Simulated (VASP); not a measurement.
Input of a VASP 6.6.1 run:

Contents of INCAR:

```
ALGO     = Normal         # electronic algorithm
EDIFF    = 1E-7           # SCF threshold, eV
ENCUT    = 520            # plane-wave cutoff, eV
GGA      = PE             # functional
ISIF     = 2              # what is computed and relaxed
ISMEAR   = 0              # smearing method
LASPH    = True           # aspherical terms in the spheres
LCHARG   = False          # write CHGCAR
LREAL    = False          # projectors in reciprocal space
LWAVE    = False          # write WAVECAR
NBANDS   = 24             # bands
NELM     = 60             # most SCF steps
PREC     = Accurate       # precision mode
SIGMA    = 0.05           # smearing width, eV
```

The input KPOINTS:

```
k-points
0
Gamma
  8 8 4
```

Contents of POSCAR:

```
BaTe
1.0
    5.9702102791      0.0000000000      0.0000000000
   -2.9851051396      5.2737608430      0.0000000000
    0.0000000000      0.0000000000      7.0024277399
Ba Te
2 2
Direct
    0.6666666667      0.3333333333      0.0625865676
    0.3333333333      0.6666666667      0.5625865676
    0.6666666667      0.3333333333      0.5626134324
    0.3333333333      0.6666666667      0.0626134324
```

Potentials or basis: VASP PAW PBE potentials, release 64 (Ba_sv, Te).

The run is started by

```sh
$ cat potpaw_PBE.64/Ba_sv/POTCAR potpaw_PBE.64/Te/POTCAR > POTCAR
$ mpirun -np 1 vasp_std > vasp.out
```

(1) Predict the largest force.

(2) What does it give for the pressure?

(3) Estimate the band gap on the k mesh.

## Answers

(1) 0.068 eV/Å.

(2) -0.1 GPa.

(3) 1.94 eV (least direct gap 2.24 eV).

Caveat: spin-orbit coupling is left out, which moves the levels of the heavy elements.
